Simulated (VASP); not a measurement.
# AlN (P6_3mc) in VASP: further runs

Runs on AlN. Level: PBE. Tasks: single point.

Everything below comes from runs of VASP 6.6.1. Logs are shortened: lines on timing, memory, paths and dates and some standing lists are left out, and cuts for length are marked.

## Step 1: The cell of the first run

The structure is hexagonal, space group P6_3mc (No. 186). Conventional cell: a = 3.188 Å, b = 3.188 Å, c = 5.127 Å, α = 90.00°, β = 90.00°, γ = 120.00°. Within 2.6 Å of Al (site symmetry 3m) lie 4 N at 1.94 to 1.95 Å. N (site symmetry 3m) has 4 Al at 1.94 to 1.95 Å within 2.6 Å.

## Step 2: Single point, PBE (volume scaled by 1.06, then relaxed in part)

INCAR

```
SYSTEM = AlN
ALGO     = Normal         ! electronic algorithm
EDIFF    = 1E-7           ! SCF threshold, eV
ENCUT    = 520            ! plane-wave cutoff, eV
GGA      = PE             ! functional
ISIF     = 2              ! what is computed and relaxed
ISMEAR   = 0              ! smearing method
LASPH    = .TRUE.         ! aspherical terms in the spheres
LCHARG   = .FALSE.        ! write CHGCAR
LREAL    = .FALSE.        ! projectors in reciprocal space
LWAVE    = .FALSE.        ! write WAVECAR
NBANDS   = 16             ! bands
NELM     = 80             ! most SCF steps
PREC     = Accurate       ! precision mode
SIGMA    = 0.02           ! smearing width, eV
```

KPOINTS

```
k-points
0
G
  9 9 6
  0 0 0
```

POSCAR

```
AlN
1.0
    3.1883521697      0.0000000000      0.0000000000
   -1.5941760848      2.7611939752      0.0000000000
    0.0000000000      0.0000000000      5.1269294906
Al N
2 2
Direct
    0.3333333333      0.6666666667     -0.0004182775
    0.6666666667      0.3333333333      0.4995817225
    0.3333333333      0.6666666667      0.3804182775
    0.6666666667      0.3333333333      0.8804182775
```

Potentials or basis: VASP PAW PBE potentials, release 64 (Al, N).

Launch:

```bash
cat potpaw_PBE.64/Al/POTCAR potpaw_PBE.64/N/POTCAR > POTCAR
mpirun -np 1 vasp_std > vasp.out
```

OUTCAR:

```text
SYSTEM = AlN
   EDIFF = 1E-7
   ENCUT = 520
   GGA = PE
   ISIF = 2
   ISMEAR = 0
   LASPH = .TRUE.
   LREAL = .FALSE.
   NELM = 80
   PREC = Accurate

 ion  position               nearest neighbor table
   1  0.333  0.667  1.000-   4 1.94   4 1.94   4 1.94   3 1.95   2 3.16   2 3.16   2 3.16   2 3.16
                             2 3.16   2 3.16
   2  0.667  0.333  0.500-   3 1.94   3 1.94   3 1.94   4 1.95   1 3.16   1 3.16   1 3.16   1 3.16
                             1 3.16   1 3.16
   3  0.333  0.667  0.380-   2 1.94   2 1.94   2 1.94   1 1.95
   4  0.667  0.333  0.880-   1 1.94   1 1.94   1 1.94   2 1.95

  LATTYP: Found a hexagonal cell.
 ALAT       =     3.1883521697
 C/A-ratio  =     1.6080185681

  Lattice vectors:

 A1 = (   3.1883521697,   0.0000000000,   0.0000000000)
 A2 = (  -1.5941760848,   2.7611939752,   0.0000000000)
 A3 = (   0.0000000000,   0.0000000000,   5.1269294906)

Analysis of symmetry for initial positions (statically):
=====================================================================
 Subroutine PRICEL returns:
 Original cell was already a primitive cell.

 Routine SETGRP: Setting up the symmetry group for a
 hexagonal supercell.

 Subroutine GETGRP returns: Found 12 space group operations
 (whereof  6 operations were pure point group operations)
 out of a pool of 24 trial point group operations.

The static configuration has the point symmetry C_3v.
 The point group associated with its full space group is C_6v.

Analysis of symmetry for dynamics (positions and initial velocities):
=====================================================================
 Subroutine PRICEL returns:
 Original cell was already a primitive cell.

 Routine SETGRP: Setting up the symmetry group for a
 hexagonal supercell.

 Subroutine GETGRP returns: Found 12 space group operations
 (whereof  6 operations were pure point group operations)
 out of a pool of 24 trial point group operations.

The dynamic configuration has the point symmetry C_3v.
 The point group associated with its full space group is C_6v.

 Subroutine INISYM returns: Found 12 space group operations
 (whereof  6 operations are pure point group operations),
 and found     1 'primitive' translations

----------------------------------------------------------------------------------------

                                     Primitive cell

  volume of cell :      45.1357

  direct lattice vectors                    reciprocal lattice vectors
     3.188352170  0.000000000  0.000000000     0.313641639  0.181081085  0.000000000
    -1.594176085  2.761193975  0.000000000     0.000000000  0.362162169  0.000000000
     0.000000000  0.000000000  5.126929491     0.000000000  0.000000000  0.195048518

  length of vectors
     3.188352170  3.188352170  5.126929491     0.362162169  0.362162169  0.195048518

  position of ions in fractional coordinates (direct lattice)
     0.333333333  0.666666667  0.999581722
     0.666666667  0.333333333  0.499581722
     0.333333333  0.666666667  0.380418277
     0.666666667  0.333333333  0.880418277

  ion indices of the primitive-cell ions
   primitive index   ion index
                 1           1
                 2           2
                 3           3
                 4           4

----------------------------------------------------------------------------------------

 KPOINTS: k-points

Automatic generation of k-mesh.
 Grid dimensions read from file:
 generate k-points for:    9    9    6

 Generating k-lattice:

  Cartesian coordinates                     Fractional coordinates (reciprocal lattice)
     0.034849071  0.020120121  0.000000000     0.111111111  0.000000000  0.000000000
     0.000000000  0.040240241  0.000000000     0.000000000  0.111111111  0.000000000
     0.000000000  0.000000000  0.032508086     0.000000000  0.000000000  0.166666667

  Length of vectors
     0.040240241  0.040240241  0.032508086

  Shift w.r.t. Gamma in fractional coordinates (k-lattice)
     0.000000000  0.000000000  0.000000000

 Subroutine IBZKPT returns following result:
 ===========================================

 Found     48 irreducible k-points:

 Following reciprocal coordinates:
            Coordinates               Weight
  0.000000  0.000000  0.000000      1.000000
  0.111111  0.000000  0.000000      6.000000
  0.222222  0.000000  0.000000      6.000000
  0.333333  0.000000  0.000000      6.000000
  0.444444  0.000000  0.000000      6.000000
  0.111111  0.111111  0.000000      6.000000
[... 16 lines left out ...]
  0.333333  0.222222  0.166667     24.000000
  0.333333  0.333333  0.166667      4.000000
 [... further k-points ...]
   k-points           NKPTS =     48   k-points in BZ     NKDIM =     48   number of bands    NBANDS=     16
   number of dos      NEDOS =    301   number of ions     NIONS =      4
   total plane-waves  NPLWV =  23040
   dimension x,y,z NGX =    24 NGY =   24 NGZ =   40
   dimension x,y,z NGXF=    48 NGYF=   48 NGZF=   80
   ions per type =               2   2
   NGX,Y,Z   is equivalent  to a cutoff of  12.51, 12.51, 12.97 a.u.
   NGXF,Y,Z  is equivalent  to a cutoff of  25.03, 25.03, 25.94 a.u.
 SYSTEM =  AlN
   PREC   = accura    normal or accurate (medium, high low for compatibility)
   ISTART =      0    job   : 0-new  1-cont  2-samecut
   ICHARG =      2    charge: 1-file 2-atom 10-const
   ISPIN  =      1    spin polarized calculation?
   LNONCOLLINEAR =      F non collinear calculations
   LSORBIT =      F    spin-orbit coupling
   LASPH  =      T    aspherical Exc in radial PAW
   ENCUT  =  520.0 eV  38.22 Ry    6.18 a.u.   5.93  5.93  9.53*2*pi/ulx,y,z
   NELM   =     80;   NELMIN=  2; NELMDL= -5     # of ELM steps
   EDIFF  = 0.1E-06   stopping-criterion for ELM
   LREAL  =      F    real-space projection
   EDIFFG = 0.1E-05   stopping-criterion for IOM
   NSW    =      0    number of steps for IOM
   IBRION =     -1    ionic relax: 0-MD 1-quasi-New 2-CG
   NFREE  =      0    steps in history (QN), initial steepest desc. (CG)
   ISIF   =      2    stress and relaxation
   ISYM   =      2    0-nonsym 1-usesym 2-fastsym
   POTIM  = 0.5000    time-step for ionic-motion
   TEBEG  =    0.0;   TEEND  =   0.0 temperature during run
   PSTRESS=    0.0 pullay stress
   NELECT =      16.0000    total number of electrons
   NUPDOWN=      -1.0000    fix difference up-down
   EMIN   =  10.00;   EMAX   =-10.00  energy-range for DOS
   EFERMI =   0.00;   METHOD = LEGACY
   ISMEAR =     0;   SIGMA  =   0.02  broadening in eV -4-tet -1-fermi 0-gaus
   EFERMI_NEDOS =   21; number of points for ismear=-14 and -15
   IALGO  =     38    algorithm
   IMIX   =      4    mixing-type and parameters
     AMIX     =   0.40;   BMIX     =  1.00
     AMIX_MAG =   1.60;   BMIX_MAG =  1.00
  volume/ion in A,a.u.               =      11.28        76.15
  Fermi-wavevector in a.u.,A,eV,Ry     =   1.158621  2.189476 18.264489  1.342402
  Thomas-Fermi vector in A             =   2.295221
   LORBIT       =      0    0 simple, 1 ext, 2 COOP (PROOUT), +10 PAW based schemes
   GGA     = PE    functional components
   LHFCALC =     F    Hartree Fock is set to
   AEXX    =    0.0000 exact exchange contribution
   IVDW    =     0    specifies the selected vdW correction
   LEPSILON=     F    determine dielectric tensor
   LRPA    =     F    only Hartree local field effects (RPA)
 non-spin polarized calculation
 Gauss-broadening in eV      SIGMA  =   0.02
  energy-cutoff  :      520.00
  volume of cell :       45.14
 maximum number of plane-waves:      1230
 NGX is ok and might be reduce to    24
   NGX = 11   NGY = 11   NGZ = 19

 number of electron      16.0000003 magnetization

 Free energy of the ion-electron system (eV)
  ---------------------------------------------------
  ext. energy  EPLUGINS =         0.00000000
  ---------------------------------------------------
  free energy    TOTEN  =       -29.69368467 eV

  energy without entropy =      -29.69368467  energy(sigma->0) =      -29.69368467

 E-fermi :   5.5445     XC(G=0): -10.5777

 val. band max:        5.4062397888   @ k =   0.0000   0.0000   0.0000
 cond. band min:       8.9664232280   @ k =   0.0000   0.0000   0.0000
 fundamental gap:      3.5601834392
 Fermi energy:         5.5444933351

 k-point     1 :       0.0000    0.0000    0.0000
  band No.  band energies     occupation
      1      -9.3045      2.00000
      2      -7.4051      2.00000
      3      -0.2387      2.00000
      4       4.6231      2.00000
      5       4.6231      2.00000
      6       5.2429      2.00000
[... 8 lines left out ...]
     15      17.8612      0.00000
     16      17.8612      0.00000

 k-point     2 :       0.1111    0.0000    0.0000
  band No.  band energies     occupation
      1      -9.1613      2.00000
      2      -7.3254      2.00000
      3      -0.0629      2.00000
      4       3.9445      2.00000
      5       4.4393      2.00000
      6       4.5516      2.00000
[... 8 lines left out ...]
     15      17.7521      0.00000
     16      17.9405      0.00000

 k-point     3 :       0.2222    0.0000    0.0000
  band No.  band energies     occupation
      1      -8.7570      2.00000
      2      -7.1261      2.00000
      3       0.4461      2.00000
      4       2.5133      2.00000
      5       3.3321      2.00000
      6       4.0569      2.00000
[... 8 lines left out ...]
     15      16.9664      0.00000
     16      17.8531      0.00000

 k-point     4 :       0.3333    0.0000    0.0000
  band No.  band energies     occupation
      1      -8.1803      2.00000
      2      -6.9328      2.00000
      3       1.0992      2.00000
      4       1.2875      2.00000
      5       2.2189      2.00000
      6       3.6985      2.00000
[... 8 lines left out ...]
     15      16.8120      0.00000
     16      19.0834      0.00000

 k-point     5 :       0.4444    0.0000    0.0000
  band No.  band energies     occupation
      1      -7.6446      2.00000
      2      -6.9054      2.00000
      3       0.3610      2.00000
      4       1.5117      2.00000
      5       2.0834      2.00000
      6       3.4917      2.00000
[... 8 lines left out ...]
     15      17.5613      0.00000
     16      19.6383      0.00000

 k-point     6 :       0.1111    0.1111    0.0000
  band No.  band energies     occupation
      1      -8.8872      2.00000
      2      -7.1853      2.00000
      3       0.2800      2.00000
      4       3.1461      2.00000
      5       3.3375      2.00000
      6       4.3386      2.00000
[... 8 lines left out ...]
     15      17.1832      0.00000
     16      18.1087      0.00000
[... 267 lines left out ...]
 k-point    21 :       0.4444    0.1111    0.1667
  band No.  band energies     occupation
      1      -7.4344      2.00000
      2      -6.9512      2.00000
      3       0.2542      2.00000
      4       1.1797      2.00000
      5       2.5664      2.00000
      6       3.2357      2.00000
[... 8 lines left out ...]
     15      17.5462      0.00000
     16      19.5324      0.00000

 k-point    22 :       0.2222    0.2222    0.1667
  band No.  band energies     occupation
      1      -7.8172      2.00000
      2      -6.9414      2.00000
      3       1.0510      2.00000
      4       1.2904      2.00000
      5       2.4964      2.00000
      6       2.8921      2.00000
[... 8 lines left out ...]
     15      16.9802      0.00000
     16      19.5876      0.00000

 k-point    23 :       0.3333    0.2222    0.1667
  band No.  band energies     occupation
      1      -7.3605      2.00000
      2      -6.9290      2.00000
      3       0.7040      2.00000
      4       1.2965      2.00000
      5       2.1054      2.00000
      6       3.0589      2.00000
[... 8 lines left out ...]
     15      17.6228      0.00000
     16      19.3237      0.00000

 k-point    24 :       0.3333    0.3333    0.1667
  band No.  band energies     occupation
      1      -7.0616      2.00000
      2      -7.0616      2.00000
      3       1.0614      2.00000
      4       1.4040      2.00000
      5       1.4040      2.00000
      6       2.9197      2.00000
[... 8 lines left out ...]
     15      18.0164      0.00000
     16      19.4925      0.00000

 [... further k-points ...]

------------------------ aborting loop because EDIFF is reached ----------------------------------------

  FORCE on cell =-STRESS in cart. coord.  units (eV):
  Direction    XX          YY          ZZ          XY          YZ          ZX
  --------------------------------------------------------------------------------------
  -------------------------------------------------------------------------------------
  Total       -2.8988806     -2.8988806     -2.8949193     -0.0000000      0.0000000      0.0000000
  in kB     -102.9011806   -102.9011806   -102.7605677     -0.0000000      0.0000000      0.0000000
  external PRESSURE =    -102.8543096 kB  Pullay stress =       0.0000000 kB

 VOLUME and BASIS-vectors are now :
 -----------------------------------------------------------------------------
  energy-cutoff  :      520.00
  volume of cell :       45.14
      direct lattice vectors                 reciprocal lattice vectors
     3.188352170  0.000000000  0.000000000     0.313641639  0.181081085  0.000000000
    -1.594176085  2.761193975  0.000000000     0.000000000  0.362162169  0.000000000
     0.000000000  0.000000000  5.126929491     0.000000000  0.000000000  0.195048518

 POSITION                                       TOTAL-FORCE (eV/Angst)
 -----------------------------------------------------------------------------------
     -0.00000      1.84080      5.12479        -0.000000      0.000000      0.006156
      1.59418      0.92040      2.56132         0.000000     -0.000000      0.006156
     -0.00000      1.84080      1.95038        -0.000000     -0.000000     -0.006156
      1.59418      0.92040      4.51384         0.000000      0.000000     -0.006156
 -----------------------------------------------------------------------------------
    total drift:                                0.000000      0.000000     -0.000743

  FREE ENERGIE OF THE ION-ELECTRON SYSTEM (eV)
  ---------------------------------------------------
  free  energy   TOTEN  =       -29.6936846704 eV

  energy  without entropy=      -29.6936846704  energy(sigma->0) =      -29.69368467
```

It took 13 s on 1 thread of Intel Xeon Platinum 8559C (Emerald Rapids), shared host; peak memory 0.17 GiB.

Results:

```yaml
Free_energy: -29.6937 eV
Pressure: -10.3 GPa
Largest_force: 0.006 eV/Å
Band_gap_on_the_k_mesh: 3.56 eV, direct
```

Forces in eV/Å, atoms in the order of the input:
```
Al   0.000  0.000  0.006
Al   0.000  0.000  0.006
N    0.000  0.000 -0.006
N    0.000  0.000 -0.006
```

Levels at points of the mesh, in eV from the valence-band top:
```
           k point  band 4  band 5  band 6  band 7  band 8  band 9  band 10  band 11  band 12  band 13
(0.00, 0.00, 0.00)   -0.78   -0.78   -0.16   -0.16    0.00    3.56     6.06     9.99    10.65    10.65
(0.00, 0.00, 0.50)   -3.21   -0.48   -0.48   -0.48   -0.48    5.84     5.84     9.71     9.71    10.97
```

## Step 3: Single point, PBE (volume scaled by 1.10, then relaxed in part)

INCAR

```
ALGO = Normal
EDIFF = 1E-6
ENCUT = 520
GGA = PE
ISIF = 2
ISMEAR = 0
LASPH = True
LCHARG = False
LREAL = False
LWAVE = False
NBANDS = 16
NELM = 60
PREC = Accurate
SIGMA = 0.02
```

KPOINTS

```
k-points
0
Gamma
  9 9 6
```

POSCAR

```
AlN
1.0
    3.2259860413      0.0000000000      0.0000000000
   -1.6129930206      2.7937858640      0.0000000000
    0.0000000000      0.0000000000      5.1969886420
Al N
2 2
Direct
    0.3333333333      0.6666666667     -0.0002025213
    0.6666666667      0.3333333333      0.4997974787
    0.3333333333      0.6666666667      0.3802025213
    0.6666666667      0.3333333333      0.8802025213
```

Potentials or basis: VASP PAW PBE potentials, release 64 (Al, N).

Launch:

```bash
cat potpaw_PBE.64/Al/POTCAR potpaw_PBE.64/N/POTCAR > POTCAR
mpirun -np 1 vasp_std > vasp.out
```

It took 12 s on 1 thread of Intel Xeon Platinum 8559C (Emerald Rapids), shared host; peak memory 0.17 GiB.

Results (log left out):

```
Free energy            : -29.5565 eV
Pressure               : -15.5 GPa
Largest force          : 0.005 eV/Å
Band gap on the k mesh : 3.26 eV, direct
```

Forces on the atoms (eV/Å):
```
Al   0.000  0.000  0.005
Al   0.000  0.000  0.005
N    0.000  0.000 -0.005
N    0.000  0.000 -0.005
```

Levels at points of the mesh, in eV from the valence-band top:
```csv
k point,band 6,band 7,band 8,band 9,band 10,band 11
"(0.00, 0.00, 0.00)",-0.14,-0.14,0.00,3.26,5.78,9.71
"(0.00, 0.00, 0.50)",-0.45,-0.45,-0.45,5.55,5.55,9.42
```
